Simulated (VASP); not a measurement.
# NaF (I4mm) in VASP: a series of runs, part 3 of 3

VASP 6.6.1. Earlier steps stand in the parts before.

### Step 4. Single point, PBE (all F atoms moved +0.075 Å, as atom 2 along Cartesian [0 0 1])

Contents of INCAR:

```
PREC = Accurate
ENCUT = 520
EDIFF = 1E-6
ISMEAR = 0
SIGMA = 0.05
LREAL = False
LASPH = True
NELM = 60
ALGO = Normal
ISIF = 2
LWAVE = False
LCHARG = False
GGA = PE
NBANDS = 14
```

Contents of KPOINTS:

```
Automatic mesh
0
Gamma
  8 8 8
```

Contents of POSCAR:

```
NaF
1.0
    0.0000000000      2.3233000000      2.3233000000
    2.3233000000      0.0000000000      2.3233000000
    2.3233000000      2.3233000000      0.0000000000
Na F
1 1
Direct
    0.0000000000      0.0000000000      0.0000000000
    0.5161408342      0.5161408342      0.4838591658
```

Potentials or basis: VASP PAW PBE potentials, release 64 (Na_pv, F).

Launch:

```
cat potpaw_PBE.64/Na_pv/POTCAR potpaw_PBE.64/F/POTCAR > POTCAR
mpirun -np 1 vasp_std > vasp.out
```

OUTCAR:

```text
PREC = Accurate
   ENCUT = 520
   EDIFF = 1E-6
   ISMEAR = 0
   LREAL = False
   LASPH = True
   NELM = 60
   ISIF = 2
   GGA = PE

 ion  position               nearest neighbor table
   1  0.000  0.000  0.000-   2 2.25   2 2.32   2 2.32   2 2.32   2 2.32
   2  0.516  0.516  0.484-   1 2.25   1 2.32   1 2.32   1 2.32   1 2.32

  LATTYP: Found a face centered cubic cell.
 ALAT       =     4.6466000000

  Lattice vectors:

 A1 = (   0.0000000000,   2.3233000000,   2.3233000000)
 A2 = (   2.3233000000,   0.0000000000,   2.3233000000)
 A3 = (   2.3233000000,   2.3233000000,   0.0000000000)

Analysis of symmetry for initial positions (statically):
=====================================================================
 Subroutine PRICEL returns:
 Original cell was already a primitive cell.

 Routine SETGRP: Setting up the symmetry group for a
 face centered cubic supercell.

 Subroutine GETGRP returns: Found  8 space group operations
 (whereof  8 operations were pure point group operations)
 out of a pool of 48 trial point group operations.

The static configuration has the point symmetry C_4v.

Analysis of symmetry for dynamics (positions and initial velocities):
=====================================================================
 Subroutine PRICEL returns:
 Original cell was already a primitive cell.

 Routine SETGRP: Setting up the symmetry group for a
 face centered cubic supercell.

 Subroutine GETGRP returns: Found  8 space group operations
 (whereof  8 operations were pure point group operations)
 out of a pool of 48 trial point group operations.

The dynamic configuration has the point symmetry C_4v.

 Subroutine INISYM returns: Found  8 space group operations
 (whereof  8 operations are pure point group operations),
 and found     1 'primitive' translations

----------------------------------------------------------------------------------------

                                     Primitive cell

  volume of cell :      25.0811

  direct lattice vectors                    reciprocal lattice vectors
     0.000000000  2.323300000  2.323300000    -0.215211122  0.215211122  0.215211122
     2.323300000  0.000000000  2.323300000     0.215211122 -0.215211122  0.215211122
     2.323300000  2.323300000  0.000000000     0.215211122  0.215211122 -0.215211122

  length of vectors
     3.285642369  3.285642369  3.285642369     0.372756598  0.372756598  0.372756598

  position of ions in fractional coordinates (direct lattice)
     0.000000000  0.000000000  0.000000000
     0.516140834  0.516140834  0.483859166

  ion indices of the primitive-cell ions
   primitive index   ion index
                 1           1
                 2           2

----------------------------------------------------------------------------------------

 KPOINTS: Automatic mesh

Automatic generation of k-mesh.
 Grid dimensions read from file:
 generate k-points for:    8    8    8

 Generating k-lattice:

  Cartesian coordinates                     Fractional coordinates (reciprocal lattice)
    -0.026901390  0.026901390  0.026901390     0.125000000  0.000000000  0.000000000
     0.026901390 -0.026901390  0.026901390     0.000000000  0.125000000  0.000000000
     0.026901390  0.026901390 -0.026901390     0.000000000  0.000000000  0.125000000

  Length of vectors
     0.046594575  0.046594575  0.046594575

  Shift w.r.t. Gamma in fractional coordinates (k-lattice)
     0.000000000  0.000000000  0.000000000

 Subroutine IBZKPT returns following result:
 ===========================================

 Found     59 irreducible k-points:

 Following reciprocal coordinates:
            Coordinates               Weight
  0.000000  0.000000  0.000000      1.000000
  0.125000  0.000000  0.000000      8.000000
  0.250000  0.000000  0.000000      8.000000
  0.375000  0.000000  0.000000      8.000000
  0.500000  0.000000  0.000000      4.000000
  0.125000  0.125000  0.000000      2.000000
[... 16 lines left out ...]
  0.000000  0.375000  0.250000     16.000000
  0.500000  0.250000  0.000000      8.000000
 [... further k-points ...]
   k-points           NKPTS =     59   k-points in BZ     NKDIM =     59   number of bands    NBANDS=     14
   number of dos      NEDOS =    301   number of ions     NIONS =      2
   total plane-waves  NPLWV =  13824
   dimension x,y,z NGX =    24 NGY =   24 NGZ =   24
   dimension x,y,z NGXF=    48 NGYF=   48 NGZF=   48
   ions per type =               1   1
   NGX,Y,Z   is equivalent  to a cutoff of  12.14, 12.14, 12.14 a.u.
   NGXF,Y,Z  is equivalent  to a cutoff of  24.29, 24.29, 24.29 a.u.
 SYSTEM =  unknown system
   PREC   = accura    normal or accurate (medium, high low for compatibility)
   ISTART =      0    job   : 0-new  1-cont  2-samecut
   ICHARG =      2    charge: 1-file 2-atom 10-const
   ISPIN  =      1    spin polarized calculation?
   LNONCOLLINEAR =      F non collinear calculations
   LSORBIT =      F    spin-orbit coupling
   LASPH  =      T    aspherical Exc in radial PAW
   ENCUT  =  520.0 eV  38.22 Ry    6.18 a.u.   6.11  6.11  6.11*2*pi/ulx,y,z
   NELM   =     60;   NELMIN=  2; NELMDL= -5     # of ELM steps
   EDIFF  = 0.1E-05   stopping-criterion for ELM
   LREAL  =      F    real-space projection
   EDIFFG = 0.1E-04   stopping-criterion for IOM
   NSW    =      0    number of steps for IOM
   IBRION =     -1    ionic relax: 0-MD 1-quasi-New 2-CG
   NFREE  =      0    steps in history (QN), initial steepest desc. (CG)
   ISIF   =      2    stress and relaxation
   ISYM   =      2    0-nonsym 1-usesym 2-fastsym
   POTIM  = 0.5000    time-step for ionic-motion
   TEBEG  =    0.0;   TEEND  =   0.0 temperature during run
   PSTRESS=    0.0 pullay stress
   NELECT =      14.0000    total number of electrons
   NUPDOWN=      -1.0000    fix difference up-down
   EMIN   =  10.00;   EMAX   =-10.00  energy-range for DOS
   EFERMI =   0.00;   METHOD = LEGACY
   ISMEAR =     0;   SIGMA  =   0.05  broadening in eV -4-tet -1-fermi 0-gaus
   EFERMI_NEDOS =   21; number of points for ismear=-14 and -15
   IALGO  =     38    algorithm
   IMIX   =      4    mixing-type and parameters
     AMIX     =   0.40;   BMIX     =  1.00
     AMIX_MAG =   1.60;   BMIX_MAG =  1.00
  volume/ion in A,a.u.               =      12.54        84.63
  Fermi-wavevector in a.u.,A,eV,Ry     =   1.347935  2.547227 24.720809  1.816928
  Thomas-Fermi vector in A             =   2.475645
   LORBIT       =      0    0 simple, 1 ext, 2 COOP (PROOUT), +10 PAW based schemes
   GGA     = PE    functional components
   LHFCALC =     F    Hartree Fock is set to
   AEXX    =    0.0000 exact exchange contribution
   IVDW    =     0    specifies the selected vdW correction
   LEPSILON=     F    determine dielectric tensor
   LRPA    =     F    only Hartree local field effects (RPA)
 non-spin polarized calculation
 Gauss-broadening in eV      SIGMA  =   0.05
  energy-cutoff  :      520.00
  volume of cell :       25.08
 maximum number of plane-waves:       692
   NGX = 13   NGY = 13   NGZ = 13

 number of electron      13.9999995 magnetization

 Free energy of the ion-electron system (eV)
  ---------------------------------------------------
  ext. energy  EPLUGINS =         0.00000000
  ---------------------------------------------------
  free energy    TOTEN  =        -8.55743341 eV

  energy without entropy =       -8.55743341  energy(sigma->0) =       -8.55743341

 E-fermi :  -1.7676     XC(G=0):  -9.1150

 val. band max:       -2.1216967606   @ k =   0.0000   0.0000   0.0000
 cond. band min:       4.1340592843   @ k =   0.0000   0.0000   0.0000
 fundamental gap:      6.2557560449
 Fermi energy:        -1.7675548933

 k-point     1 :       0.0000    0.0000    0.0000
  band No.  band energies     occupation
      1     -21.3017      2.00000
      2     -21.0868      2.00000
      3     -21.0868      2.00000
      4     -21.0648      2.00000
      5      -2.1219      2.00000
      6      -2.1217      2.00000
      7      -2.1217      2.00000
      8       4.1341      0.00000
      9      16.8047      0.00000
     10      16.8135      0.00000
     11      16.8135      0.00000
     12      19.6351      0.00000
     13      21.8132      0.00000
     14      21.8142      0.00000
[... 375 lines left out ...]
 k-point    24 :       0.5000    0.2500    0.0000
  band No.  band energies     occupation
      1     -21.6859      2.00000
      2     -21.1465      2.00000
      3     -21.1187      2.00000
      4     -20.5307      2.00000
      5      -3.3411      2.00000
      6      -2.6825      2.00000
      7      -2.4464      2.00000
      8       9.2726      0.00000
      9      11.0125      0.00000
     10      14.4296      0.00000
     11      17.5915      0.00000
     12      17.6642      0.00000
     13      23.3289      0.00000
     14      24.7542      0.00000

 [... further k-points ...]
[... 5 lines left out ...]
  --------------------------------------------------------------------------------------
  -------------------------------------------------------------------------------------
  Total        0.2369889      0.2369889      0.3388318      0.0000000     -0.0000000     -0.0000000
  in kB       15.1388453     15.1388453     21.6445660      0.0000000     -0.0000000     -0.0000000
  external PRESSURE =      17.3074189 kB  Pullay stress =       0.0000000 kB

 VOLUME and BASIS-vectors are now :
 -----------------------------------------------------------------------------
  energy-cutoff  :      520.00
  volume of cell :       25.08
      direct lattice vectors                 reciprocal lattice vectors
     0.000000000  2.323300000  2.323300000    -0.215211122  0.215211122  0.215211122
     2.323300000  0.000000000  2.323300000     0.215211122 -0.215211122  0.215211122
     2.323300000  2.323300000  0.000000000     0.215211122  0.215211122 -0.215211122

 POSITION                                       TOTAL-FORCE (eV/Angst)
 -----------------------------------------------------------------------------------
      0.00000      0.00000      0.00000         0.000000      0.000000      0.182235
      2.32330      2.32330      2.39830         0.000000      0.000000     -0.182235
 -----------------------------------------------------------------------------------
    total drift:                                0.000002      0.000002     -0.001195

  FREE ENERGIE OF THE ION-ELECTRON SYSTEM (eV)
  ---------------------------------------------------
  free  energy   TOTEN  =        -8.5574334069 eV

  energy  without entropy=       -8.5574334069  energy(sigma->0) =       -8.55743341
```

OSZICAR:

```text
N       E                     dE             d eps       ncg     rms          rms(c)
DAV:   1     0.105735495069E+03    0.10574E+03   -0.77253E+03  1676   0.121E+03
DAV:   2    -0.433570114425E+01   -0.11007E+03   -0.10205E+03  1808   0.343E+02
DAV:   3    -0.941635642494E+01   -0.50807E+01   -0.50718E+01  2060   0.668E+01
DAV:   4    -0.945662467542E+01   -0.40268E-01   -0.40267E-01  1862   0.636E+00
DAV:   5    -0.945705305779E+01   -0.42838E-03   -0.42838E-03  2048   0.654E-01    0.543E+00
DAV:   6    -0.856531515370E+01    0.89174E+00   -0.31016E+00  1990   0.148E+01    0.183E+00
DAV:   7    -0.855540209105E+01    0.99131E-02   -0.31308E-02  1736   0.206E+00    0.106E+00
DAV:   8    -0.855687089281E+01   -0.14688E-02   -0.29111E-02  1772   0.339E+00    0.151E-01
DAV:   9    -0.855752234254E+01   -0.65145E-03   -0.42432E-03  1976   0.605E-01    0.120E-01
DAV:  10    -0.855743585774E+01    0.86485E-04   -0.75433E-04  1784   0.325E-01    0.181E-02
DAV:  11    -0.855743303708E+01    0.28207E-05   -0.27978E-05  2006   0.720E-02    0.284E-03
DAV:  12    -0.855743340686E+01   -0.36978E-06   -0.14959E-06  1808   0.138E-02
   1 F= -.85574334E+01 E0= -.85574334E+01  d E =-.264713E-25
```

Run time: 6.7 s. Hardware: 1 thread of Intel Xeon Platinum 8488C (Sapphire Rapids), shared host; peak memory 0.14 GiB.

What came out:

```
Free energy            : -8.5574 eV
Pressure               : 1.7 GPa
Largest force          : 0.182 eV/Å
Band gap on the k mesh : 6.26 eV, direct
```

Forces on the atoms (eV/Å):
```
Na   0.000  0.000  0.182
F    0.000  0.000 -0.182
```

Caveat: the cell differs from its parent crystal (all F atoms moved +0.075 Å, as atom 2 along Cartesian [0 0 1]).

### Step 5. Single point, PBE (all F atoms moved +0.025 Å, as atom 2 along Cartesian [0 0 1])

Contents of INCAR:

```
  PREC = Accurate
  ENCUT = 520
  EDIFF = 1E-7
  ISMEAR = 0
  SIGMA = 0.05
  LREAL = False
  LASPH = True
  NELM = 100
  ALGO = Normal
  ISIF = 2
  LWAVE = False
  LCHARG = False
  GGA = PE
  NBANDS = 14
```

KPOINTS is that of step 4.

POSCAR, as its differences from that of step 4:

```diff
@@ -9,2 +9,2 @@
     0.0000000000      0.0000000000      0.0000000000
-    0.5161408342      0.5161408342      0.4838591658
+    0.5053802781      0.5053802781      0.4946197219
```

Launch:

```
cat potpaw_PBE.64/Na_pv/POTCAR potpaw_PBE.64/F/POTCAR > POTCAR
mpirun -np 1 vasp_std > vasp.out
```

It took 7.8 s on 1 thread of Intel Xeon Platinum 8488C (Sapphire Rapids), shared host; peak memory 0.14 GiB.

Results (log left out):

| Quantity | Value |
| --- | --- |
| Free energy | -8.5634 eV |
| Pressure | 1.6 GPa |
| Largest force | 0.058 eV/Å |
| Band gap on the k mesh | 6.26 eV, direct |

Forces in eV/Å, atoms in the order of the input:
```
Na   0.000  0.000  0.058
F    0.000  0.000 -0.058
```

Levels at points of the mesh, in eV from the valence-band top:
| k point | band 5 | band 6 | band 7 | band 8 | band 9 | band 10 |
| --- | --- | --- | --- | --- | --- | --- |
| (0.00, 0.00, 0.00) | 0.00 | 0.00 | 0.00 | 6.26 | 18.92 | 18.92 |
| (0.50, 0.00, 0.00) | -1.57 | -0.25 | -0.25 | 10.73 | 12.40 | 20.02 |
| (0.50, 0.50, 0.00) | -1.26 | -0.40 | -0.40 | 13.08 | 13.28 | 13.53 |
| (0.00, 0.50, 0.50) | -1.26 | -0.40 | -0.40 | 13.09 | 13.28 | 13.52 |

Caveat: the cell differs from its parent crystal (all F atoms moved +0.025 Å, as atom 2 along Cartesian [0 0 1]).
